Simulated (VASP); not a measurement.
Here is a VASP 6.6.1 calculation.

Contents of POSCAR:

```
Ta
1.0
   -1.6533592789      1.6533592789      1.6533592789
    1.6533592789     -1.6533592789      1.6533592789
    1.6533592789      1.6533592789     -1.6533592789
Ta
1
Direct
    0.0000000000      0.0000000000      0.0000000000
```

INCAR.step1

```
PREC = Accurate
ENCUT = 520
ISMEAR = -1
SIGMA = 0.1
LREAL = False
LASPH = True
NELM = 100
NBANDS = 12
GGA = PE
ALGO = Normal
EDIFF = 1E-4
LWAVE = True
LCHARG = False
```

INCAR.step2

```
PREC = Accurate
ENCUT = 520
EDIFF = 1E-7
ISMEAR = -1
SIGMA = 0.1
LREAL = False
LASPH = True
NELM = 100
ALGO = Normal
ISIF = 2
LWAVE = False
LCHARG = False
METAGGA = R2SCAN
LMIXTAU = True
NBANDS = 12
ISTART = 1
```

KPOINTS

```
Automatic mesh
0
Gamma
  6 6 6
```

Potentials or basis: VASP PAW PBE potentials, release 64 (Ta_pv).

Command:

```sh
$ cat potpaw_PBE.64/Ta_pv/POTCAR > POTCAR
$ cp INCAR.step1 INCAR
$ mpirun -np 1 vasp_std > vasp.out
$ cp INCAR.step2 INCAR
$ mpirun -np 1 vasp_std > vasp.out
```

(1) Estimate the pressure.

Answers

(1) 2.9 GPa.

Caveat: the k points lie up to 0.45 Å⁻¹ apart; the PAW data sets were made with another functional, which shifts forces and pressure a little.
